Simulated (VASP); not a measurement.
Write the native input for VASP 6.6.1 that does the following.

```yaml
Task: single point
Functional: PBE
Dispersion: D3(BJ)
Potentials_or_basis: VASP PAW PBE potentials, release 64 (O_h)
Cutoff: 1000 eV
k_mesh: 1 × 1 × 1
Occupations: fermi-dirac, width 0.02 eV
Spin: collinear spin, ferromagnetic start
Starting_moments: "[1.0, 1.0, 1.0, 1.0, 1.0, 1.0, 1.0, 1.0, 1.0, 1.0, 1.0, 1.0] μB"
Dipole_correction: no
Further_INCAR_settings: ALGO = Normal; EDIFF = 1e-06; NBANDS = 52
```

The structure of O lies in POSCAR:

```
O
1.0
    6.0876040000      0.0000000000      0.0000000000
    0.0000000000      6.0876040000      0.0000000000
    0.0000000000      0.0000000000      6.0876040000
O
12
Direct
    0.3147905908      0.2297324111      0.4251954106
    0.3165144069      0.1798635842      0.2306511821
    0.7609610522      0.4047590728      0.2129046275
    0.6463016637      0.5383546006      0.1169434971
    0.7864688868      0.2673994543      0.7089388881
    0.9345395194      0.1592016877      0.7891227050
    0.5898209002      0.8089520080      0.7074630442
    0.4945411261      0.7051244427      0.5653375973
    0.1925098135      0.7547280314      0.9807021737
    0.1224871366      0.5920312833      0.8872650031
    1.0051388238      0.8022106165      0.4228778131
    0.8897425800      0.9348629074      0.3275985583
```

The input as run:

INCAR

```
PREC = Accurate ; ENCUT = 1000
EDIFF = 1E-6 ; ISMEAR = -1
SIGMA = 0.02 ; LREAL = F
LASPH = T ; NELM = 200
ALGO = Normal ; ISIF = 2
LWAVE = F ; LCHARG = T
ISPIN = 2 ; MAGMOM = 1 1 1 1 1 1 1 1 1 1 1 1
LORBIT = 11 ; GGA = PE
IVDW = 12 ; LELF = T
LVHAR = T ; NBANDS = 52
GGA_COMPAT = F
```

KPOINTS

```
Automatic mesh
0
Gamma
  1 1 1
```

Potentials or basis: VASP PAW PBE potentials, release 64 (O_h).

The run is started by

```console
$ cat potpaw_PBE.64/O_h/POTCAR > POTCAR
$ mpirun -np 1 vasp_gam > vasp.out
```

It gave:

| Item | Value |
| --- | --- |
| Pressure | 0.6 GPa |
| Largest force | 0.257 eV/Å |
| Net moment | 12.00 μB per cell |
| Site moments | O +0.62 μB |
| Valence electrons inside the program's atomic spheres | O 3.31 |
| Dispersion energy per atom | -0.042 eV |

Caveat: the k points lie up to 1.03 Å⁻¹ apart, too coarse for converged energies, forces and pressures.

Run time: 82 s on 1 thread of AMD EPYC 7R43 64-Core Processor (Zen 3), on a shared host, peak memory 0.67 GiB.
